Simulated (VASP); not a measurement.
Be2Si: single point with PBEsol

Crystal: Be2Si.

```xyz
3
Lattice="0.0000 2.6400 2.6400 2.6400 0.0000 2.6400 2.6400 2.6400 0.0000" Properties=species:S:1:pos:R:3 pbc="T T T"
Si    0.0000    0.0000    0.0000
Be    1.3200    1.3200    1.3200
Be    3.9600    3.9600    3.9600
```

```yaml
Program: VASP 6.6.1
Task: single point
Functional: PBEsol
Potentials_or_basis: VASP PAW PBE potentials, release 64 (Si, Be)
Cutoff: 520 eV
k_mesh: 5 × 5 × 5
Occupations: fermi-dirac, width 0.05 eV
Spin: no spin polarisation
Dipole_correction: no
Further_INCAR_settings: ALGO = Normal; EDIFF = 1e-06; NBANDS = 11
```

- Pressure: -1.0 GPa
- Band gap on the k mesh: zero (band 4 reaches 7.07 eV, above the bottom of band 5 at 6.51 eV)

Levels at points of the mesh, in eV from the Fermi level:
```tsv
k point	band 1	band 2	band 3	band 4	band 5	band 6	band 7	band 8	band 9
(0.00, 0.00, 0.00)	-11.90	0.56	0.56	0.56	0.97	0.97	0.97	6.14	7.55
```

Wall time 12 s on 1 thread of Intel Xeon 6975P-C (shared host), peak memory 0.14 GiB.

Caveat: the k points lie up to 0.41 Å⁻¹ apart; the PAW data sets were made with another functional, which shifts forces and pressure a little.
